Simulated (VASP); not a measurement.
# SrO (I4mm) in VASP: notebook

SrO is run at these levels: PBE; tasks: single point.

Program: VASP 6.6.1. These are calculated values, not measurements. Logs are shortened: lines on timing, memory, paths and dates and some standing lists are left out, and cuts for length are marked.

### 1 The cell of the first run

The structure is tetragonal, space group I4mm (No. 107). Conventional cell: a = 3.634 Å, b = 3.634 Å, c = 5.140 Å, α = 90.00°, β = 90.00°, γ = 90.00°. Sr (site symmetry 4mm) has 6 O at 2.51 to 2.63 Å within 3.3 Å. Within 3.3 Å of O (site symmetry 4mm) lie 6 Sr at 2.51 to 2.63 Å.

### 2 Single point, PBE

INCAR

```
ALGO = Normal
EDIFF = 1E-6
ENCUT = 520
GGA = PE
ISIF = 2
ISMEAR = 0
LASPH = True
LCHARG = False
LREAL = False
LWAVE = False
NBANDS = 15
NELM = 80
PREC = Accurate
SIGMA = 0.05
```

KPOINTS

```
k-points
0
Gamma
  8 8 8
```

POSCAR

```
SrO
1.0
    0.0000000000      2.5698000000      2.5698000000
    2.5698000000      0.0000000000      2.5698000000
    2.5698000000      2.5698000000      0.0000000000
Sr O
1 1
Direct
   -0.0121604794     -0.0121604794      0.0121604794
    0.5000000000      0.5000000000      0.5000000000
```

Potentials or basis: VASP PAW PBE potentials, release 64 (Sr_sv, O).

Command:

```console
> cat potpaw_PBE.64/Sr_sv/POTCAR potpaw_PBE.64/O/POTCAR > POTCAR
> mpirun -np 1 vasp_std > vasp.out
```

OUTCAR:

```text
EDIFF = 1E-6
   ENCUT = 520
   GGA = PE
   ISIF = 2
   ISMEAR = 0
   LASPH = True
   LREAL = False
   NELM = 80
   PREC = Accurate

 ion  position               nearest neighbor table
   1  0.988  0.988  0.012-   2 2.51   2 2.57   2 2.57   2 2.57   2 2.57   2 2.63
   2  0.500  0.500  0.500-   1 2.51   1 2.57   1 2.57   1 2.57   1 2.57   1 2.63

  LATTYP: Found a face centered cubic cell.
 ALAT       =     5.1396000000

  Lattice vectors:

 A1 = (   0.0000000000,   2.5698000000,   2.5698000000)
 A2 = (   2.5698000000,   0.0000000000,   2.5698000000)
 A3 = (   2.5698000000,   2.5698000000,   0.0000000000)

Analysis of symmetry for initial positions (statically):
=====================================================================
 Subroutine PRICEL returns:
 Original cell was already a primitive cell.

 Routine SETGRP: Setting up the symmetry group for a
 face centered cubic supercell.

 Subroutine GETGRP returns: Found  8 space group operations
 (whereof  8 operations were pure point group operations)
 out of a pool of 48 trial point group operations.

The static configuration has the point symmetry C_4v.

Analysis of symmetry for dynamics (positions and initial velocities):
=====================================================================
 Subroutine PRICEL returns:
 Original cell was already a primitive cell.

 Routine SETGRP: Setting up the symmetry group for a
 face centered cubic supercell.

 Subroutine GETGRP returns: Found  8 space group operations
 (whereof  8 operations were pure point group operations)
 out of a pool of 48 trial point group operations.

The dynamic configuration has the point symmetry C_4v.

 Subroutine INISYM returns: Found  8 space group operations
 (whereof  8 operations are pure point group operations),
 and found     1 'primitive' translations

----------------------------------------------------------------------------------------

                                     Primitive cell

  volume of cell :      33.9413

  direct lattice vectors                    reciprocal lattice vectors
     0.000000000  2.569800000  2.569800000    -0.194567671  0.194567671  0.194567671
     2.569800000  0.000000000  2.569800000     0.194567671 -0.194567671  0.194567671
     2.569800000  2.569800000  0.000000000     0.194567671  0.194567671 -0.194567671

  length of vectors
     3.634246013  3.634246013  3.634246013     0.337001091  0.337001091  0.337001091

  position of ions in fractional coordinates (direct lattice)
     0.987839521  0.987839521  0.012160479
     0.500000000  0.500000000  0.500000000

  ion indices of the primitive-cell ions
   primitive index   ion index
                 1           1
                 2           2

----------------------------------------------------------------------------------------

 KPOINTS: k-points

Automatic generation of k-mesh.
 Grid dimensions read from file:
 generate k-points for:    8    8    8

 Generating k-lattice:

  Cartesian coordinates                     Fractional coordinates (reciprocal lattice)
    -0.024320959  0.024320959  0.024320959     0.125000000  0.000000000  0.000000000
     0.024320959 -0.024320959  0.024320959     0.000000000  0.125000000  0.000000000
     0.024320959  0.024320959 -0.024320959     0.000000000  0.000000000  0.125000000

  Length of vectors
     0.042125136  0.042125136  0.042125136

  Shift w.r.t. Gamma in fractional coordinates (k-lattice)
     0.000000000  0.000000000  0.000000000

 Subroutine IBZKPT returns following result:
 ===========================================

 Found     59 irreducible k-points:

 Following reciprocal coordinates:
            Coordinates               Weight
  0.000000  0.000000  0.000000      1.000000
  0.125000  0.000000  0.000000      8.000000
  0.250000  0.000000  0.000000      8.000000
  0.375000  0.000000  0.000000      8.000000
  0.500000  0.000000  0.000000      4.000000
  0.125000  0.125000  0.000000      2.000000
[... 16 lines left out ...]
  0.000000  0.375000  0.250000     16.000000
  0.500000  0.250000  0.000000      8.000000
 [... further k-points ...]
   k-points           NKPTS =     59   k-points in BZ     NKDIM =     59   number of bands    NBANDS=     15
   number of dos      NEDOS =    301   number of ions     NIONS =      2
   total plane-waves  NPLWV =  21952
   dimension x,y,z NGX =    28 NGY =   28 NGZ =   28
   dimension x,y,z NGXF=    56 NGYF=   56 NGZF=   56
   ions per type =               1   1
   NGX,Y,Z   is equivalent  to a cutoff of  12.81, 12.81, 12.81 a.u.
   NGXF,Y,Z  is equivalent  to a cutoff of  25.62, 25.62, 25.62 a.u.
 SYSTEM =  unknown system
   PREC   = accura    normal or accurate (medium, high low for compatibility)
   ISTART =      0    job   : 0-new  1-cont  2-samecut
   ICHARG =      2    charge: 1-file 2-atom 10-const
   ISPIN  =      1    spin polarized calculation?
   LNONCOLLINEAR =      F non collinear calculations
   LSORBIT =      F    spin-orbit coupling
   LASPH  =      T    aspherical Exc in radial PAW
   ENCUT  =  520.0 eV  38.22 Ry    6.18 a.u.   6.76  6.76  6.76*2*pi/ulx,y,z
   NELM   =     80;   NELMIN=  2; NELMDL= -5     # of ELM steps
   EDIFF  = 0.1E-05   stopping-criterion for ELM
   LREAL  =      F    real-space projection
   EDIFFG = 0.1E-04   stopping-criterion for IOM
   NSW    =      0    number of steps for IOM
   IBRION =     -1    ionic relax: 0-MD 1-quasi-New 2-CG
   NFREE  =      0    steps in history (QN), initial steepest desc. (CG)
   ISIF   =      2    stress and relaxation
   ISYM   =      2    0-nonsym 1-usesym 2-fastsym
   POTIM  = 0.5000    time-step for ionic-motion
   TEBEG  =    0.0;   TEEND  =   0.0 temperature during run
   PSTRESS=    0.0 pullay stress
   NELECT =      16.0000    total number of electrons
   NUPDOWN=      -1.0000    fix difference up-down
   EMIN   =  10.00;   EMAX   =-10.00  energy-range for DOS
   EFERMI =   0.00;   METHOD = LEGACY
   ISMEAR =     0;   SIGMA  =   0.05  broadening in eV -4-tet -1-fermi 0-gaus
   EFERMI_NEDOS =   21; number of points for ismear=-14 and -15
   IALGO  =     38    algorithm
   IMIX   =      4    mixing-type and parameters
     AMIX     =   0.40;   BMIX     =  1.00
     AMIX_MAG =   1.60;   BMIX_MAG =  1.00
  volume/ion in A,a.u.               =      16.97       114.52
  Fermi-wavevector in a.u.,A,eV,Ry     =   1.274106  2.407711 22.086959  1.623346
  Thomas-Fermi vector in A             =   2.406892
   LORBIT       =      0    0 simple, 1 ext, 2 COOP (PROOUT), +10 PAW based schemes
   GGA     = PE    functional components
   LHFCALC =     F    Hartree Fock is set to
   AEXX    =    0.0000 exact exchange contribution
   IVDW    =     0    specifies the selected vdW correction
   LEPSILON=     F    determine dielectric tensor
   LRPA    =     F    only Hartree local field effects (RPA)
 non-spin polarized calculation
 Gauss-broadening in eV      SIGMA  =   0.05
  energy-cutoff  :      520.00
  volume of cell :       33.94
 maximum number of plane-waves:       941
   NGX = 13   NGY = 13   NGZ = 13

 number of electron      15.9999997 magnetization

 Free energy of the ion-electron system (eV)
  ---------------------------------------------------
  ext. energy  EPLUGINS =         0.00000000
  ---------------------------------------------------
  free energy    TOTEN  =       -12.03575106 eV

  energy without entropy =      -12.03575106  energy(sigma->0) =      -12.03575106

 E-fermi :   1.9073     XC(G=0): -10.0321

 val. band max:        1.6602819161   @ k =   0.0000   0.0000   0.0000
 cond. band min:       4.9343445197   @ k =   0.5000   0.5000   0.0000
 fundamental gap:      3.2740626036
 Fermi energy:         1.9073259241

 k-point     1 :       0.0000    0.0000    0.0000
  band No.  band energies     occupation
      1     -30.7114      2.00000
      2     -13.4357      2.00000
      3     -12.3479      2.00000
      4     -12.3479      2.00000
      5     -12.3379      2.00000
      6       1.6577      2.00000
      7       1.6577      2.00000
      8       1.6603      2.00000
      9       5.6599      0.00000
     10       7.8858      0.00000
     11       7.9008      0.00000
     12       7.9008      0.00000
     13      10.0554      0.00000
     14      10.0798      0.00000
     15      14.3844      0.00000

 k-point     2 :       0.1250    0.0000    0.0000
  band No.  band energies     occupation
      1     -30.6913      2.00000
      2     -13.7982      2.00000
      3     -12.3628      2.00000
      4     -12.3602      2.00000
      5     -12.0220      2.00000
      6       1.2021      2.00000
      7       1.4626      2.00000
      8       1.4721      2.00000
      9       6.3553      0.00000
     10       7.7389      0.00000
     11       8.1974      0.00000
     12       8.2013      0.00000
     13      10.4658      0.00000
     14      10.4902      0.00000
     15      15.3808      0.00000

 k-point     3 :       0.2500    0.0000    0.0000
  band No.  band energies     occupation
      1     -30.6424      2.00000
      2     -14.3691      2.00000
      3     -12.3916      2.00000
      4     -12.3896      2.00000
      5     -11.5717      2.00000
      6       0.3839      2.00000
      7       1.0406      2.00000
      8       1.0480      2.00000
      9       7.6436      0.00000
     10       7.9198      0.00000
     11       9.0212      0.00000
     12       9.0236      0.00000
     13      11.4864      0.00000
     14      11.5097      0.00000
     15      17.3692      0.00000
[... 343 lines left out ...]
 k-point    23 :       0.0000    0.3750    0.2500
  band No.  band energies     occupation
      1     -30.5821      2.00000
      2     -14.2942      2.00000
      3     -12.6281      2.00000
      4     -12.5865      2.00000
      5     -11.8892      2.00000
      6       0.4020      2.00000
      7       1.2432      2.00000
      8       1.3747      2.00000
      9       5.9848      0.00000
     10       8.6048      0.00000
     11      10.7886      0.00000
     12      10.9939      0.00000
     13      11.6731      0.00000
     14      12.6228      0.00000
     15      17.7085      0.00000

 k-point    24 :       0.5000    0.2500    0.0000
  band No.  band energies     occupation
      1     -30.5519      2.00000
      2     -14.4623      2.00000
      3     -12.7959      2.00000
      4     -12.5764      2.00000
      5     -11.7527      2.00000
      6       0.4496      2.00000
      7       0.9230      2.00000
      8       1.0439      2.00000
      9       6.6851      0.00000
     10       9.2791      0.00000
     11      10.8290      0.00000
     12      11.3559      0.00000
     13      12.7592      0.00000
     14      14.0431      0.00000
     15      15.4479      0.00000

 [... further k-points ...]
[... 5 lines left out ...]
  --------------------------------------------------------------------------------------
  -------------------------------------------------------------------------------------
  Total        0.7335421      0.7335421      0.8308501      0.0000000      0.0000000      0.0000000
  in kB       34.6264260     34.6264260     39.2197933      0.0000000      0.0000000      0.0000000
  external PRESSURE =      36.1575484 kB  Pullay stress =       0.0000000 kB

 VOLUME and BASIS-vectors are now :
 -----------------------------------------------------------------------------
  energy-cutoff  :      520.00
  volume of cell :       33.94
      direct lattice vectors                 reciprocal lattice vectors
     0.000000000  2.569800000  2.569800000    -0.194567671  0.194567671  0.194567671
     2.569800000  0.000000000  2.569800000     0.194567671 -0.194567671  0.194567671
     2.569800000  2.569800000  0.000000000     0.194567671  0.194567671 -0.194567671

 POSITION                                       TOTAL-FORCE (eV/Angst)
 -----------------------------------------------------------------------------------
      2.56980      2.56980      5.07710         0.000000      0.000000      0.148779
      2.56980      2.56980      2.56980         0.000000      0.000000     -0.148779
 -----------------------------------------------------------------------------------
    total drift:                               -0.000000     -0.000000      0.000150

  FREE ENERGIE OF THE ION-ELECTRON SYSTEM (eV)
  ---------------------------------------------------
  free  energy   TOTEN  =       -12.0357510590 eV

  energy  without entropy=      -12.0357510590  energy(sigma->0) =      -12.03575106
```

Run time: 25 s. Hardware: 1 thread of Intel Xeon 6975P-C, shared host; peak memory 0.18 GiB.

Results:

* Free energy: -12.0358 eV
* Pressure: 3.6 GPa
* Largest force: 0.149 eV/Å
* Band gap on the k mesh: 3.27 eV, indirect (least direct gap 3.35 eV)

Forces in eV/Å, atoms in the order of the input:
```
Sr   0.000  0.000  0.149
O    0.000  0.000 -0.149
```

Levels at points of the mesh, in eV from the valence-band top:
| k point | band 6 | band 7 | band 8 | band 9 | band 10 | band 11 |
| --- | --- | --- | --- | --- | --- | --- |
| (0.00, 0.00, 0.00) | 0.00 | 0.00 | 0.00 | 4.00 | 6.23 | 6.24 |
| (0.50, 0.00, 0.00) | -2.16 | -1.13 | -1.13 | 6.56 | 8.43 | 8.87 |
| (0.50, 0.50, 0.00) | -0.42 | -0.08 | -0.08 | 3.27 | 7.81 | 10.20 |
| (0.00, 0.50, 0.50) | -0.42 | -0.10 | -0.08 | 3.31 | 7.81 | 10.20 |

Caveat: the cell differs from its parent crystal (all Sr atoms moved +0.062 Å, as atom 1 towards its neighbour atom 2 (O) at 2.570 Å). A k mesh can miss the band edges.

### 3 Single point, PBE

INCAR

```
PREC = Accurate ; ENCUT = 520
EDIFF = 1E-6 ; ISMEAR = 0
SIGMA = 0.05 ; LREAL = False
LASPH = True ; NELM = 80
ALGO = Normal ; ISIF = 2
LWAVE = False ; LCHARG = False
GGA = PE ; NBANDS = 15
```

KPOINTS

```
Automatic mesh
0
Gamma
  8 8 8
```

Changes to POSCAR since step 2:

```diff
@@ -8,3 +8,3 @@
 Direct
-   -0.0121604794     -0.0121604794      0.0121604794
+   -0.0072962876     -0.0072962876      0.0072962876
     0.5000000000      0.5000000000      0.5000000000
```

Potentials or basis: VASP PAW PBE potentials, release 64 (Sr_sv, O).

Command:

```console
> cat potpaw_PBE.64/Sr_sv/POTCAR potpaw_PBE.64/O/POTCAR > POTCAR
> mpirun -np 1 vasp_std > vasp.out
```

Run time: 25 s. Hardware: 1 thread of Intel Xeon 6975P-C, shared host; peak memory 0.18 GiB.

It converged, with:

```
Free energy            : -12.0387 eV
Pressure               : 3.5 GPa
Largest force          : 0.088 eV/Å
Band gap on the k mesh : 3.27 eV, indirect (least direct gap 3.35 eV)
```

Forces in eV/Å, atoms in the order of the input:
```
Sr   0.000  0.000  0.088
O    0.000  0.000 -0.088
```

Stress tensor (GPa, compression positive):
```
3.49 0.00 0.00
0.00 3.49 0.00
0.00 0.00 3.66
```

Levels at points of the mesh, in eV from the valence-band top:
```
           k point  band 4  band 5  band 6  band 7  band 8  band 9  band 10  band 11  band 12  band 13
(0.00, 0.00, 0.00)  -14.02  -14.01    0.00    0.00    0.00    4.00     6.22     6.22     6.22     8.39
(0.50, 0.00, 0.00)  -14.10  -12.83   -2.17   -1.14   -1.14    6.56     8.45     8.86     8.87    11.92
(0.50, 0.50, 0.00)  -14.38  -14.38   -0.43   -0.08   -0.08    3.27     7.81    10.19    10.39    11.11
(0.00, 0.50, 0.50)  -14.38  -14.37   -0.43   -0.09   -0.08    3.28     7.81    10.19    10.40    11.11
```

Caveat: the cell differs from its parent crystal (all Sr atoms moved +0.037 Å, as atom 1 towards its neighbour atom 2 (O) at 2.570 Å). A k mesh can miss the band edges.

### 4 Single point, PBE

INCAR

```
SYSTEM = SrO
ALGO     = Normal         ! electronic algorithm
EDIFF    = 1E-6           ! SCF threshold, eV
ENCUT    = 520            ! plane-wave cutoff, eV
GGA      = PE             ! functional
ISIF     = 2              ! what is computed and relaxed
ISMEAR   = 0              ! smearing method
LASPH    = .TRUE.         ! aspherical terms in the spheres
LCHARG   = .FALSE.        ! write CHGCAR
LREAL    = .FALSE.        ! projectors in reciprocal space
LWAVE    = .FALSE.        ! write WAVECAR
NBANDS   = 15             ! bands
NELM     = 80             ! most SCF steps
PREC     = Accurate       ! precision mode
SIGMA    = 0.05           ! smearing width, eV
```

KPOINTS

```
k-points
0
G
  8 8 8
  0 0 0
```

Changes to POSCAR since step 3:

```diff
@@ -8,3 +8,3 @@
 Direct
-   -0.0072962876     -0.0072962876      0.0072962876
+   -0.0024320959     -0.0024320959      0.0024320959
     0.5000000000      0.5000000000      0.5000000000
```

Command:

```console
> cat potpaw_PBE.64/Sr_sv/POTCAR potpaw_PBE.64/O/POTCAR > POTCAR
> mpirun -np 1 vasp_std > vasp.out
```

Run time: 24 s. Hardware: 1 thread of Intel Xeon 6975P-C, shared host; peak memory 0.17 GiB.

It converged, with:

| Item | Value |
| --- | --- |
| Free energy | -12.0401 eV |
| Pressure | 3.5 GPa |
| Largest force | 0.029 eV/Å |
| Band gap on the k mesh | 3.26 eV, indirect (least direct gap 3.35 eV) |

Forces in eV/Å, atoms in the order of the input:
```
Sr   0.000  0.000  0.029
O    0.000  0.000 -0.029
```

Levels at points of the mesh, in eV from the valence-band top:
```tsv
k point	band 5	band 6	band 7	band 8	band 9	band 10	band 11	band 12
(0.00, 0.00, 0.00)	-14.02	0.00	0.00	0.00	3.99	6.21	6.21	6.21
(0.50, 0.00, 0.00)	-12.83	-2.17	-1.14	-1.14	6.56	8.47	8.86	8.86
(0.50, 0.50, 0.00)	-14.39	-0.43	-0.09	-0.09	3.26	7.81	10.18	10.39
(0.00, 0.50, 0.50)	-14.39	-0.43	-0.09	-0.09	3.27	7.81	10.18	10.40
```

Caveat: the cell differs from its parent crystal (all Sr atoms moved +0.013 Å, as atom 1 towards its neighbour atom 2 (O) at 2.570 Å).
